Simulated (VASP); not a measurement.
# ScAl4 (P6/mmm) in VASP: a series of runs, part 2 of 2

VASP 6.6.1. The steps go on from the part before.

**3. Single point, PBE**

This run uses another cell than the first one, of 20.79 Å³/atom.

INCAR

```
SYSTEM = ScAl4
PREC     = Accurate       ! precision mode
ENCUT    = 520            ! plane-wave cutoff, eV
EDIFF    = 1E-6           ! SCF threshold, eV
ISMEAR   = 0              ! smearing method
SIGMA    = 0.1            ! smearing width, eV
LREAL    = Auto         
LASPH    = .TRUE.         ! aspherical terms in the spheres
NELM     = 80             ! most SCF steps
ALGO     = Fast           ! electronic algorithm
ISIF     = 2              ! what is computed and relaxed
LWAVE    = .FALSE.        ! write WAVECAR
LCHARG   = .TRUE.         ! write CHGCAR
GGA      = PE             ! functional
LELF     = .TRUE.         ! ELF
LVHAR    = .TRUE.       
NBANDS   = 48             ! bands
```

KPOINTS

```
regular mesh
0
G
  6 6 12
  0 0 0
```

POSCAR

```
ScAl4
1.0
   10.6440734349      0.0000000000      0.0000000000
   -5.3220367175      9.2180379944      0.0000000000
    0.0000000000      0.0000000000      3.1784665726
Sc Al
3 12
Direct
    0.5000000000      0.0000000000      0.0000000000
    0.0000000000      0.5000000000      0.0000000000
    0.5000000000      0.5000000000      0.0000000000
    0.8603845262      0.1396154738      0.0000000000
    0.8603845262      0.7207690524      0.0000000000
    0.2792309476      0.1396154738      0.0000000000
    0.1396154738      0.8603845262      0.0000000000
    0.1396154738      0.2792309476      0.0000000000
    0.7207690524      0.8603845262      0.0000000000
    0.7478246873      0.2521753127      0.5000000000
    0.7478246873      0.4956493746      0.5000000000
    0.5043506254      0.2521753127      0.5000000000
    0.2521753127      0.7478246873      0.5000000000
    0.2521753127      0.5043506254      0.5000000000
    0.4956493746      0.7478246873      0.5000000000
```

Potentials or basis: VASP PAW PBE potentials, release 64 (Sc_sv, Al).

Started as:

```
$ cat potpaw_PBE.64/Sc_sv/POTCAR potpaw_PBE.64/Al/POTCAR > POTCAR
$ mpirun -np 1 vasp_std > vasp.out
```

OUTCAR:

```text
SYSTEM = ScAl4
   PREC = Accurate
   ENCUT = 520
   EDIFF = 1E-6
   ISMEAR = 0
   LREAL = Auto
   LASPH = .TRUE.
   NELM = 80
   ISIF = 2
   GGA = PE

 ion  position               nearest neighbor table
   1  0.500  0.000  0.000-  10 3.10  13 3.10  10 3.10  13 3.10  12 3.10  12 3.10  15 3.10  15 3.10
                             4 3.35   7 3.35   6 3.35   9 3.35
   2  0.000  0.500  0.000-  11 3.10  14 3.10  11 3.10  14 3.10  10 3.10  13 3.10  13 3.10  10 3.10
                             5 3.35   8 3.35   7 3.35   4 3.35
   3  0.500  0.500  0.000-  11 3.10  14 3.10  11 3.10  14 3.10  12 3.10  12 3.10  15 3.10  15 3.10
                             5 3.35   8 3.35   6 3.35   9 3.35
   4  0.860  0.140  0.000-   8 2.57   9 2.57  10 2.61  10 2.61   1 3.35   2 3.35
   5  0.860  0.721  0.000-   7 2.57   9 2.57  11 2.61  11 2.61   3 3.35   2 3.35
   6  0.279  0.140  0.000-   8 2.57   7 2.57  12 2.61  12 2.61   1 3.35   3 3.35
   7  0.140  0.860  0.000-   5 2.57   6 2.57  13 2.61  13 2.61   1 3.35   2 3.35
   8  0.140  0.279  0.000-   4 2.57   6 2.57  14 2.61  14 2.61   3 3.35   2 3.35
   9  0.721  0.860  0.000-   5 2.57   4 2.57  15 2.61  15 2.61   1 3.35   3 3.35
  10  0.748  0.252  0.500-  12 2.59  11 2.59   4 2.61   4 2.61   2 3.10   2 3.10   1 3.10   1 3.10
[... 7 lines left out ...]
  14  0.252  0.504  0.500-  15 2.59  13 2.59   8 2.61   8 2.61   2 3.10   2 3.10   3 3.10   3 3.10

  15  0.496  0.748  0.500-  13 2.59  14 2.59   9 2.61   9 2.61   1 3.10   1 3.10   3 3.10   3 3.10

  LATTYP: Found a hexagonal cell.
 ALAT       =    10.6440734349
 C/A-ratio  =     0.2986137396

  Lattice vectors:

 A1 = (  10.6440734349,   0.0000000000,   0.0000000000)
 A2 = (  -5.3220367175,   9.2180379944,   0.0000000000)
 A3 = (   0.0000000000,   0.0000000000,   3.1784665726)

Analysis of symmetry for initial positions (statically):
=====================================================================
 Subroutine PRICEL returns:
 Original cell was already a primitive cell.

[... 186 lines left out ...]

 number of electron      68.9999995 magnetization

 Free energy of the ion-electron system (eV)
  ---------------------------------------------------
  ext. energy  EPLUGINS =         0.00000000
  ---------------------------------------------------
  free energy    TOTEN  =       -63.85321161 eV

  energy without entropy =      -63.82088873  energy(sigma->0) =      -63.83705017

 E-fermi :   5.3810     XC(G=0):  -9.4793

 val. band max:        5.3786960820   @ k =   0.0000   0.0000   0.4167
 cond. band min:       5.3892789273   @ k =   0.3333   0.1667   0.1667
 fundamental gap:      0.0105828454
 Fermi energy:         5.3810260880

 k-point     1 :       0.0000    0.0000    0.0000
  band No.  band energies     occupation
      1     -44.4846      2.00000
      2     -44.4846      2.00000
      3     -44.4846      2.00000
      4     -23.1695      2.00000
      5     -23.1695      2.00000
      6     -23.1688      2.00000
[... 1165 lines left out ...]
     45       6.9683      0.00000
     46       7.0253      0.00000

 [... further k-points ...]

 [bands above 46 left out]

------------------------ aborting loop because EDIFF is reached ----------------------------------------

  FORCE on cell =-STRESS in cart. coord.  units (eV):
  Direction    XX          YY          ZZ          XY          YZ          ZX
  --------------------------------------------------------------------------------------
  -------------------------------------------------------------------------------------
  Total        0.0985585      0.0985585      0.0738637     -0.0000000      0.0000000      0.0000000
  in kB        0.5063382      0.5063382      0.3794703     -0.0000000      0.0000000      0.0000000
  external PRESSURE =       0.4640489 kB  Pullay stress =       0.0000000 kB

 VOLUME and BASIS-vectors are now :
 -----------------------------------------------------------------------------
  energy-cutoff  :      520.00
  volume of cell :      311.86
      direct lattice vectors                 reciprocal lattice vectors
    10.644073435  0.000000000  0.000000000     0.093948995  0.054241477  0.000000000
    -5.322036717  9.218037994  0.000000000     0.000000000  0.108482955  0.000000000
     0.000000000  0.000000000  3.178466573     0.000000000  0.000000000  0.314617120

 POSITION                                       TOTAL-FORCE (eV/Angst)
 -----------------------------------------------------------------------------------
      5.32204      0.00000      0.00000        -0.000000     -0.000000      0.000000
     -2.66102      4.60902      0.00000        -0.000000     -0.000000      0.000000
      2.66102      4.60902      0.00000        -0.000000     -0.000000      0.000000
      8.41496      1.28698      0.00000        -0.001773      0.001024     -0.000000
      5.32204      6.64408      0.00000         0.000000     -0.002047     -0.000000
      2.22912      1.28698      0.00000         0.001773      0.001024      0.000000
     -3.09292      7.93106      0.00000         0.001773     -0.001024     -0.000000
     -0.00000      2.57396      0.00000        -0.000000      0.002047      0.000000
      3.09292      7.93106      0.00000        -0.001773     -0.001024      0.000000
      6.61781      2.32456      1.58923        -0.005888      0.003399     -0.000000
      5.32204      4.56891      1.58923         0.000000     -0.006798      0.000000
      4.02626      2.32456      1.58923         0.005888      0.003399     -0.000000
     -1.29578      6.89348      1.58923         0.005888     -0.003399      0.000000
     -0.00000      4.64912      1.58923        -0.000000      0.006798      0.000000
      1.29578      6.89348      1.58923        -0.005888     -0.003399      0.000000
 -----------------------------------------------------------------------------------
    total drift:                                0.000000      0.000000      0.000000

  FREE ENERGIE OF THE ION-ELECTRON SYSTEM (eV)
  ---------------------------------------------------
  free  energy   TOTEN  =       -63.8532116085 eV

  energy  without entropy=      -63.8208887290  energy(sigma->0) =      -63.83705017
```

OSZICAR:

```text
N       E                     dE             d eps       ncg     rms          rms(c)
DAV:   1     0.708139194446E+03    0.70814E+03   -0.26597E+04  4960   0.123E+03
DAV:   2     0.865308838768E+01   -0.69949E+03   -0.68418E+03  5568   0.443E+02
[... 11 lines left out ...]
RMM:  14    -0.638533172488E+02   -0.15711E-03   -0.24963E-03  6705   0.272E-01    0.593E-02
RMM:  15    -0.638531883391E+02    0.12891E-03   -0.42836E-04  6506   0.149E-01    0.224E-02
RMM:  16    -0.638532045341E+02   -0.16195E-04   -0.29290E-04  6875   0.572E-02    0.141E-02
RMM:  17    -0.638532104087E+02   -0.58745E-05   -0.66562E-05  6962   0.307E-02    0.107E-02
RMM:  18    -0.638532120439E+02   -0.16352E-05   -0.19636E-05  5769   0.171E-02    0.904E-03
RMM:  19    -0.638532116085E+02    0.43537E-06   -0.50506E-06  4769   0.119E-02
   1 F= -.63853212E+02 E0= -.63837050E+02  d E =-.323229E-01
```

Run time: 12 min. Hardware: 1 thread of Intel Xeon 6975P-C (Granite Rapids), shared host; peak memory 0.65 GiB.

Results:

* Free energy: -63.8532 eV
* Pressure: 0.0 GPa
* Largest force: 0.007 eV/Å
* Band gap on the k mesh: zero (an odd number of electrons rules out a gap without spin polarisation)

Forces on the atoms (eV/Å):
```
Sc   0.000  0.000  0.000
Sc   0.000  0.000  0.000
Sc   0.000  0.000  0.000
Al  -0.002  0.001  0.000
Al   0.000 -0.002  0.000
Al   0.002  0.001  0.000
Al   0.002 -0.001  0.000
Al   0.000  0.002  0.000
Al  -0.002 -0.001  0.000
Al  -0.006  0.003  0.000
Al   0.000 -0.007  0.000
Al   0.006  0.003  0.000
Al   0.006 -0.003  0.000
Al   0.000  0.007  0.000
Al  -0.006 -0.003  0.000
```

Levels at points of the mesh, in eV from the Fermi level:
```csv
k point,band 31,band 32,band 33,band 34,band 35,band 36,band 37,band 38
"(0.00, 0.00, 0.00)",-0.83,-0.21,0.14,0.14,0.90,0.90,1.67,1.90
"(0.50, 0.00, 0.00)",-0.50,-0.35,-0.31,0.12,0.22,0.23,0.51,1.55
"(0.00, 0.00, 0.50)",-1.04,-0.84,-0.84,-0.78,-0.47,-0.47,-0.43,0.02
"(0.50, 0.00, 0.50)",-1.57,-1.54,-1.48,-0.88,-0.84,-0.63,-0.15,-0.01
```

The gap in the log of VASP goes by the Fermi energy; the results here count the filled bands.